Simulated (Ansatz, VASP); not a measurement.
# AlN: VASP beside Ansatz

File INCAR:

```
  ALGO = Normal
  EDIFF = 1E-6
  ENCUT = 520
  GGA = PE
  ISIF = 2
  ISMEAR = 0
  LASPH = True
  LCHARG = False
  LREAL = False
  LWAVE = False
  NBANDS = 16
  NELM = 100
  PREC = Accurate
  SIGMA = 0.05
```

The input KPOINTS:

```
k-points
0
Gamma
  9 9 6
```

POSCAR

```
AlN
1.0
    3.1110021516      0.0000000000      0.0000000000
   -1.5555010758      2.6942068945      0.0000000000
    0.0000000000      0.0000000000      4.9780000000
Al N
2 2
Direct
    0.3333333333      0.6666666667      0.0000000000
    0.6666666667      0.3333333333      0.5000000000
    0.2714465002      0.6357232501      0.3956754787
    0.6047798335      0.3023899168      0.8956754787
```

Input for Ansatz:

```yaml
crystal:
  lattice:
    - [3.1110021516, 0.0, 0.0]
    - [-1.5555010758, 2.6942068945, 0.0]
    - [0.0, 0.0, 4.978]
  atoms:
    - { symbol: Al, position: [0.3333333333, 0.6666666667, 0.0] }
    - { symbol: Al, position: [0.6666666667, 0.3333333333, 0.5] }
    - { symbol: "N", position: [0.2714465002, 0.6357232501, 0.3956754787] }
    - { symbol: "N", position: [0.6047798335, 0.3023899168, 0.8956754787] }
basis:
  ecutwfc: 420
kpoints:
  mp_grid: { grid: [9, 9, 6] }
hamiltonian:
  xc: pbe
scf:
  occupations: { method: gaussian, width: 0.05 }
output:
  forces: true
  stress: true
  eigenvalues: true
```

Change from the starting cell: all N atoms moved +0.175 Å, as atom 3 towards its neighbour atom 2 (Al) at 1.885 Å.

Alike in both runs: task single point; functional PBE; k mesh 9 × 9 × 6; occupations gaussian, width 0.05 eV; no spin polarisation.

|  | VASP | Ansatz |
| --- | --- | --- |
| version | VASP 6.6.1 | Ansatz 0.2.0 |
| potentials or method | VASP PAW PBE potentials, release 64 (Al, N), cutoff 520 eV | scalar-relativistic, plane waves, PAW |
| valence electrons in the cell | 16 | 16 |

VASP gave:

```
gap on the k mesh at the Fermi level (eV)                     : 3.86
least direct gap on the mesh (eV)                             : 3.86
pressure (GPa)                                                : 8.2
traceless stress, the component that is largest in VASP (GPa) : -8.73
rms of the force components (eV/Å)                            : 1.949
```

Question: Estimate Ansatz's values.

Answer: gap on the k mesh at the Fermi level (eV): 3.85; least direct gap on the mesh (eV): 3.85; pressure (GPa): 8.4; traceless stress, the component that is largest in VASP (GPa): -8.71; rms of the force components (eV/Å): 1.938.

Atom by atom the forces differ by 0.011 eV/Å (rms over components).
